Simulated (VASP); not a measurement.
Set up this calculation in VASP 6.6.1, as the native input.

| Item | Value |
| --- | --- |
| Task | single point |
| Functional | PBE |
| Potentials or basis | VASP PAW PBE potentials, release 64 (B, As) |
| Cutoff | 500 eV |
| k mesh | 8 × 8 × 8 |
| Occupations | gaussian, width 0.01 eV |
| Spin | no spin polarisation |
| Dipole correction | no |
| Further INCAR settings | ALGO = Normal; EDIFF = 1e-06; NBANDS = 11 |

The structure of BAs lies in POSCAR:

```
BAs
1.0
    0.0000000000      2.3805122038      2.4161691154
    2.3805122038      0.0000000000      2.4161691154
    2.3805122038      2.3805122038      0.0000000000
B As
1 1
Direct
    0.0000000000      0.0000000000      0.0000000000
    0.2500000000      0.2500000000      0.2500000000
```

The input as run:

INCAR

```
PREC = Accurate
ENCUT = 500
EDIFF = 1E-6
ISMEAR = 0
SIGMA = 0.01
LREAL = False
LASPH = True
NELM = 120
ALGO = Normal
ISIF = 2
LWAVE = False
LCHARG = False
GGA = PE
NBANDS = 11
GGA_COMPAT = False
```

KPOINTS

```
Automatic mesh
0
Gamma
  8 8 8
```

Potentials or basis: VASP PAW PBE potentials, release 64 (B, As).

Run with:

```sh
$ cat potpaw_PBE.64/B/POTCAR potpaw_PBE.64/As/POTCAR > POTCAR
$ mpirun -np 1 vasp_std > vasp.out
```

It gave:

```json
{
  "Pressure": "2.7 GPa",
  "Band gap on the k mesh": "1.08 eV (least direct gap 3.19 eV)"
}
```

Run time: 32 s on 1 thread of Intel Xeon 8259CL, on a shared host, peak memory 0.16 GiB.
